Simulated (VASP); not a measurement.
# TiO2 (Fm-3m) in VASP: notebook

TiO2 is run at these levels: PBE, PBEsol; tasks: dielectric tensor, vibrations by perturbation theory.

Program: VASP 6.6.1. These are calculated values, not measurements. Logs are shortened: lines on timing, memory, paths and dates and some standing lists are left out, and cuts for length are marked.

### Step 1. The cell of the first run

It takes space group Fm-3m (No. 225, cubic). Conventional cell: a = 4.794 Å, b = 4.794 Å, c = 4.794 Å, α = 90.00°, β = 90.00°, γ = 90.00°. Within 2.7 Å of Ti (site symmetry m-3m) lie 8 O at 2.08 Å. O (site symmetry -43m) has 4 Ti at 2.08 Å and 6 O at 2.40 Å within 2.7 Å.

### Step 2. Dielectric tensor, PBE

Input file INCAR:

```
ALGO = Normal
EDIFF = 1E-8
ENCUT = 520
GGA = PE
ISIF = 2
ISMEAR = 0
LASPH = True
LCHARG = False
LEPSILON = True
LREAL = False
LWAVE = False
NELM = 100
PREC = Accurate
SIGMA = 0.01
```

Input file KPOINTS:

```
k-points
0
Gamma
  8 8 8
```

Input file POSCAR:

```
TiO2
1.0
    0.0000000000      2.3968272547      2.3968272547
    2.3968272547      0.0000000000      2.3968272547
    2.3968272547      2.3968272547      0.0000000000
Ti O
1 2
Direct
    0.0000000000      0.0000000000      0.0000000000
    0.2500000000      0.2500000000      0.2500000000
    0.7500000000      0.7500000000      0.7500000000
```

Potentials or basis: VASP PAW PBE potentials, release 64 (Ti_sv, O).

Started as:

```console
cat potpaw_PBE.64/Ti_sv/POTCAR potpaw_PBE.64/O/POTCAR > POTCAR
mpirun -np 1 vasp_std > vasp.out
```

OUTCAR:

```text
EDIFF = 1E-8
   ENCUT = 520
   GGA = PE
   ISIF = 2
   ISMEAR = 0
   LASPH = True
   LEPSILON = True
   LREAL = False
   NELM = 100
   PREC = Accurate

 ion  position               nearest neighbor table
   1  0.000  0.000  0.000-   3 2.08   3 2.08   3 2.08   2 2.08   3 2.08   2 2.08   2 2.08   2 2.08

   2  0.250  0.250  0.250-   1 2.08   1 2.08   1 2.08   1 2.08
   3  0.750  0.750  0.750-   1 2.08   1 2.08   1 2.08   1 2.08

  LATTYP: Found a face centered cubic cell.
 ALAT       =     4.7936545094

  Lattice vectors:

 A1 = (   0.0000000000,   2.3968272547,   2.3968272547)
 A2 = (   2.3968272547,   0.0000000000,   2.3968272547)
 A3 = (   2.3968272547,   2.3968272547,   0.0000000000)

Analysis of symmetry for initial positions (statically):
=====================================================================
 Subroutine PRICEL returns:
 Original cell was already a primitive cell.

 Routine SETGRP: Setting up the symmetry group for a
 face centered cubic supercell.

 Subroutine GETGRP returns: Found 48 space group operations
 (whereof 48 operations were pure point group operations)
 out of a pool of 48 trial point group operations.

The static configuration has the point symmetry O_h .

Analysis of symmetry for dynamics (positions and initial velocities):
=====================================================================
 Subroutine PRICEL returns:
 Original cell was already a primitive cell.

 Routine SETGRP: Setting up the symmetry group for a
 face centered cubic supercell.

 Subroutine GETGRP returns: Found 48 space group operations
 (whereof 48 operations were pure point group operations)
 out of a pool of 48 trial point group operations.

The dynamic configuration has the point symmetry O_h .

 Subroutine INISYM returns: Found 48 space group operations
 (whereof 48 operations are pure point group operations),
 and found     1 'primitive' translations

----------------------------------------------------------------------------------------

                                     Primitive cell

  volume of cell :      27.5385

  direct lattice vectors                    reciprocal lattice vectors
     0.000000000  2.396827255  2.396827255    -0.208609110  0.208609110  0.208609110
     2.396827255  0.000000000  2.396827255     0.208609110 -0.208609110  0.208609110
     2.396827255  2.396827255  0.000000000     0.208609110  0.208609110 -0.208609110

  length of vectors
     3.389625610  3.389625610  3.389625610     0.361321577  0.361321577  0.361321577

  position of ions in fractional coordinates (direct lattice)
     0.000000000  0.000000000  0.000000000
     0.250000000  0.250000000  0.250000000
     0.750000000  0.750000000  0.750000000

  ion indices of the primitive-cell ions
   primitive index   ion index
                 1           1
                 2           2
                 3           3

----------------------------------------------------------------------------------------

 KPOINTS: k-points

Automatic generation of k-mesh.
 Grid dimensions read from file:
 generate k-points for:    8    8    8

 Generating k-lattice:

  Cartesian coordinates                     Fractional coordinates (reciprocal lattice)
    -0.026076139  0.026076139  0.026076139     0.125000000  0.000000000  0.000000000
     0.026076139 -0.026076139  0.026076139     0.000000000  0.125000000  0.000000000
     0.026076139  0.026076139 -0.026076139     0.000000000  0.000000000  0.125000000

  Length of vectors
[... 78 lines left out ...]
  Thomas-Fermi vector in A             =   2.666469
   LORBIT       =      0    0 simple, 1 ext, 2 COOP (PROOUT), +10 PAW based schemes
   GGA     = PE    functional components
   LHFCALC =     F    Hartree Fock is set to
   AEXX    =    0.0000 exact exchange contribution
   IVDW    =     0    specifies the selected vdW correction
   LEPSILON=     T    determine dielectric tensor
   LRPA    =     F    only Hartree local field effects (RPA)
 non-spin polarized calculation
 Gauss-broadening in eV      SIGMA  =   0.01
  energy-cutoff  :      520.00
  volume of cell :       27.54
 maximum number of plane-waves:       754
 NGX is ok and might be reduce to    28
   NGX = 13   NGY = 13   NGZ = 13

--------------------------------------- Ionic step        1  -------------------------------------------

 number of electron      23.9999996 magnetization

 E-fermi :   7.4807     XC(G=0): -12.2434

 val. band max:        7.3968479213   @ k =   0.5000   0.5000   0.0000
 cond. band min:       8.5232572172   @ k =   0.0000   0.0000   0.0000
 fundamental gap:      1.1264092959
 Fermi energy:         7.4806574329

 k-point     1 :       0.0000    0.0000    0.0000
  band No.  band energies     occupation
      1     -50.3624      2.00000
      2     -26.4488      2.00000
      3     -26.4488      2.00000
      4     -26.4488      2.00000
      5     -12.3271      2.00000
      6      -8.4941      2.00000
[... 433 lines left out ...]
      3     -26.5510      2.00000
      4     -26.4967      2.00000
      5     -10.4831      2.00000
      6     -10.1147      2.00000
[... 8 lines left out ...]
     15      10.4473      0.00000
     16      11.6191      0.00000

 [... further k-points ...]

  FORCE on cell =-STRESS in cart. coord.  units (eV):
  Direction    XX          YY          ZZ          XY          YZ          ZX
  --------------------------------------------------------------------------------------
  -------------------------------------------------------------------------------------
  Total        1.1630400      1.1630400      1.1630400      0.0000000     -0.0000000     -0.0000000
  in kB       67.6651473     67.6651473     67.6651473      0.0000000     -0.0000000     -0.0000000
  external PRESSURE =      67.6651473 kB  Pullay stress =       0.0000000 kB

 VOLUME and BASIS-vectors are now :
 -----------------------------------------------------------------------------
  energy-cutoff  :      520.00
  volume of cell :       27.54
      direct lattice vectors                 reciprocal lattice vectors
     0.000000000  2.396827255  2.396827255    -0.208609110  0.208609110  0.208609110
     2.396827255  0.000000000  2.396827255     0.208609110 -0.208609110  0.208609110
     2.396827255  2.396827255  0.000000000     0.208609110  0.208609110 -0.208609110

 POSITION                                       TOTAL-FORCE (eV/Angst)
 -----------------------------------------------------------------------------------
      0.00000      0.00000      0.00000        -0.000000      0.000000     -0.000000
      1.19841      1.19841      1.19841         0.000000     -0.000000     -0.000000
      3.59524      3.59524      3.59524         0.000000     -0.000000      0.000000
 -----------------------------------------------------------------------------------
    total drift:                                0.000000      0.000000      0.000000

  FREE ENERGIE OF THE ION-ELECTRON SYSTEM (eV)
  ---------------------------------------------------
  free  energy   TOTEN  =       -26.0171887287 eV

  energy  without entropy=      -26.0171887287  energy(sigma->0) =      -26.01718873

 HEAD OF MICROSCOPIC STATIC DIELECTRIC TENSOR (INDEPENDENT PARTICLE, excluding Hartree and local field effects)
 ------------------------------------------------------
          10.150789     0.000000     0.000000
          -0.000000    10.150789     0.000000
          -0.000000    -0.000000    10.150789
 ------------------------------------------------------

 Free energy of the ion-electron system (eV)
  ---------------------------------------------------
  ---------------------------------------------------
  free energy    TOTEN  =        -0.71942147 eV

  energy without entropy =       -0.71942147

------------------------ aborting loop because EDIFF is reached ----------------------------------------

--------------------------------------- Ionic step        2  -------------------------------------------

------------------------ aborting loop because EDIFF is reached ----------------------------------------

--------------------------------------- Ionic step        3  -------------------------------------------

 Free energy of the ion-electron system (eV)
  ---------------------------------------------------
  ---------------------------------------------------
  free energy    TOTEN  =        -0.71942112 eV

  energy without entropy =       -0.71942112

------------------------ aborting loop because EDIFF is reached ----------------------------------------

 PIEZOELECTRIC TENSOR FIELD DIRECTION 3  (e Angst)
 -----------------------------------------------------------------------------
     0.00027  0.00000  0.00000           (  0.00000  0.00000  0.00000)
     0.00000  0.00027  0.00000           (  0.00000  0.00000  0.00000)
     0.00000  0.00000 -0.00185           (  0.00000  0.00000 -0.00001)

 PIEZOELECTRIC TENSOR FIELD DIRECTION 3  (C/m^2)
 -----------------------------------------------------------------------------
     0.00016  0.00000  0.00000
     0.00000  0.00016  0.00000
     0.00000  0.00000 -0.00108

 MACROSCOPIC STATIC DIELECTRIC TENSOR (including local field effects in DFT)
 ------------------------------------------------------
           9.978007     0.000000     0.000000
           0.000000     9.978007    -0.000000
           0.000000     0.000000     9.978007
 ------------------------------------------------------

 PIEZOELECTRIC TENSOR (including local field effects)  for field in x, y, z        (e  Angst)
          XX          YY          ZZ          XY          YZ          ZX
  --------------------------------------------------------------------------------
  x     0.00000     0.00000     0.00000     0.00000     0.00000     0.00000
  y     0.00000     0.00000     0.00000     0.00000     0.00000     0.00000
  z     0.00000     0.00000     0.00000     0.00000     0.00000     0.00000

 PIEZOELECTRIC TENSOR (including local field effects)  for field in x, y, z        (C/m^2)
          XX          YY          ZZ          XY          YZ          ZX
  --------------------------------------------------------------------------------
  x     0.00000     0.00000     0.00000     0.00000     0.00000     0.00000
  y     0.00000     0.00000     0.00000     0.00000     0.00000     0.00000
  z     0.00000     0.00000     0.00000     0.00000     0.00000     0.00000

 BORN EFFECTIVE CHARGES (including local field effects) (in |e|, cummulative output)
 ---------------------------------------------------------------------------------
 ion    1
    1     6.59681     0.00000     0.00000
    2     0.00000     6.59681     0.00000
    3     0.00000     0.00000     6.59681
 ion    2
    1    -3.29841     0.00000     0.00000
    2     0.00000    -3.29841     0.00000
    3     0.00000     0.00000    -3.29841
 ion    3
    1    -3.29841     0.00000     0.00000
    2     0.00000    -3.29841     0.00000
    3     0.00000     0.00000    -3.29841
```

Wall time 17 min (1 thread of AMD EPYC 7R13, shared host); peak memory 0.19 GiB.

Results:

```yaml
Band_gap_on_the_k_mesh: 1.13 eV, indirect (least direct gap 1.83 eV)
Electronic_dielectric_tensor_diagonal: 9.98
Born_charges_mean_of_the_diagonal: Ti +6.60; O -3.30 e
```

Electronic dielectric tensor:
```
9.98 0.00 0.00
0.00 9.98 0.00
0.00 0.00 9.98
```

Born effective charge tensors (e):
atom 1, Ti
```
6.60 0.00 0.00
0.00 6.60 0.00
0.00 0.00 6.60
```
atom 2, O
```
-3.30  0.00  0.00
 0.00 -3.30  0.00
 0.00  0.00 -3.30
```
atom 3, O
```
-3.30  0.00  0.00
 0.00 -3.30  0.00
 0.00  0.00 -3.30
```

A k mesh can miss the band edges. PBE gaps usually lie below the measured ones, often by a third to a half.

### Step 3. Vibrations by perturbation theory, PBEsol

This run uses another cell than the first one, of 9.09 Å³/atom, 0.990 times its volume.

Input file INCAR:

```
SYSTEM = TiO2
  ALGO = Normal
  EDIFF = 1E-8
  ENCUT = 520
  GGA = PS
  IBRION = 8
  ISIF = 2
  ISMEAR = 0
  LASPH = .True.
  LCHARG = .True.
  LEPSILON = .True.
  LREAL = .False.
  LWAVE = .False.
  NELM = 100
  NSW = 1
  PREC = Accurate
  SIGMA = 0.01
```

Input file KPOINTS:

```
k-points
0
Gamma
  8 8 8
  0 0 0
```

Input file POSCAR:

```
TiO2
1.0
    0.0000000000      2.3886669315      2.3886669315
    2.3886669315      0.0000000000      2.3886669315
    2.3886669315      2.3886669315      0.0000000000
Ti O
1 2
Direct
    0.0000000000      0.0000000000      0.0000000000
    0.2500000000      0.2500000000      0.2500000000
    0.7500000000      0.7500000000      0.7500000000
```

Potentials or basis: VASP PAW PBE potentials, release 64 (Ti_sv, O).

Started as:

```console
cat potpaw_PBE.64/Ti_sv/POTCAR potpaw_PBE.64/O/POTCAR > POTCAR
mpirun -np 1 vasp_std > vasp.out
```

OUTCAR:

```text
SYSTEM = TiO2
   EDIFF = 1E-8
   ENCUT = 520
   GGA = PS
   IBRION = 8
   ISIF = 2
   ISMEAR = 0
   LASPH = .True.
   LEPSILON = .True.
   LREAL = .False.
   NELM = 100
   NSW = 1
   PREC = Accurate

 ion  position               nearest neighbor table
   1  0.000  0.000  0.000-   2 2.07   3 2.07   3 2.07   3 2.07   3 2.07   2 2.07   2 2.07   2 2.07

   2  0.250  0.250  0.250-   1 2.07   1 2.07   1 2.07   1 2.07
[... 844 lines left out ...]
   9 f/i=    0.075347 THz     0.473418 2PiTHz    2.513301 cm-1     0.311609 meV
             X         Y         Z           dx          dy          dz
      0.000000  0.000000  0.000000    -0.018473   -0.070055    0.741592
      1.194333  1.194333  1.194333    -0.011692   -0.044338    0.469355
      3.583000  3.583000  3.583000    -0.011692   -0.044338    0.469355

--------------------------------------------------------------------------------------------------------

 MACROSCOPIC STATIC DIELECTRIC TENSOR IONIC CONTRIBUTION
 ------------------------------------------------------
        1242.061433    -0.000000     0.000000
          -0.000000  1242.061433     0.000000
           0.000000     0.000000  1242.061433
 ------------------------------------------------------

 ELASTIC MODULI CONTR FROM IONIC RELAXATION (kBar)
 Direction    XX          YY          ZZ          XY          YZ          ZX
 --------------------------------------------------------------------------------
 XX          -0.0000     -0.0000     -0.0000     -0.0000      0.0000     -0.0000
 YY          -0.0000     -0.0000     -0.0000     -0.0000      0.0000      0.0000
 ZZ          -0.0000     -0.0000     -0.0000      0.0000      0.0000     -0.0000
 XY          -0.0000     -0.0000      0.0000   -233.9128     -0.0000      0.0000
 YZ          -0.0000      0.0000      0.0000     -0.0000   -233.9128     -0.0000
 ZX          -0.0000     -0.0000     -0.0000      0.0000      0.0000   -233.9128
 --------------------------------------------------------------------------------

 PIEZOELECTRIC TENSOR IONIC CONTR  for field in x, y, z        (C/m^2)
          XX          YY          ZZ          XY          YZ          ZX
  --------------------------------------------------------------------------------
  x    -0.00000     0.00000    -0.00000    -0.00000    -0.00000    -0.00000
  y    -0.00000     0.00000    -0.00000     0.00000    -0.00000    -0.00000
  z    -0.00000     0.00000     0.00000    -0.00000    -0.00000    -0.00000
```

stdout:

```text
POSCAR found type information on POSCAR TiO
 POSCAR found :  2 types and       3 ions
 scaLAPACK will be used
 -----------------------------------------------------------------------------
|                                                                             |
|                                                                             |
[... 39 lines left out ...]
 first order change of Fermi-energy  -0.84788E-03
 force on displaced ion       1 direction 1 :  -0.246   0.000   0.000
 Born effective charge ion    1 direction 1 :   6.607   0.000   0.000
 Linear response progress:
 first order change of Fermi-energy   0.87089E-01
 force on displaced ion       2 direction 1 :  -9.933  -0.000  -0.000
 Born effective charge ion    2 direction 1 :  -3.304   0.000   0.000
 Born effective charges drift removed
 Linear response finished
```

It took 22 min on 1 thread of AMD EPYC 7R13, shared host; peak memory 0.22 GiB.

Results:

| Property | Result |
| --- | --- |
| Electronic dielectric tensor (diagonal) | 10.04 |
| Born charges (mean of the diagonal) | Ti +6.61; O -3.30 e |
| Highest phonon frequency at Γ, LO-TO splitting left out | 580 cm⁻¹ |

Phonon frequencies in cm⁻¹ (negative: imaginary):
```tsv
q point	frequencies
(0.000, 0.000, 0.000)	-3 -3 -3 56 56 56 580 580 580
```

Electronic dielectric tensor:
```
10.04  0.00  0.00
 0.00 10.04  0.00
 0.00  0.00 10.04
```

Born effective charge tensors (e):
atom 1, Ti
```
6.61 0.00 0.00
0.00 6.61 0.00
0.00 0.00 6.61
```
atom 2, O
```
-3.30  0.00  0.00
 0.00 -3.30  0.00
 0.00  0.00 -3.30
```
atom 3, O
```
-3.30  0.00  0.00
 0.00 -3.30  0.00
 0.00  0.00 -3.30
```

Caveat: the PAW data sets were made with another functional, which shifts forces and pressure a little.
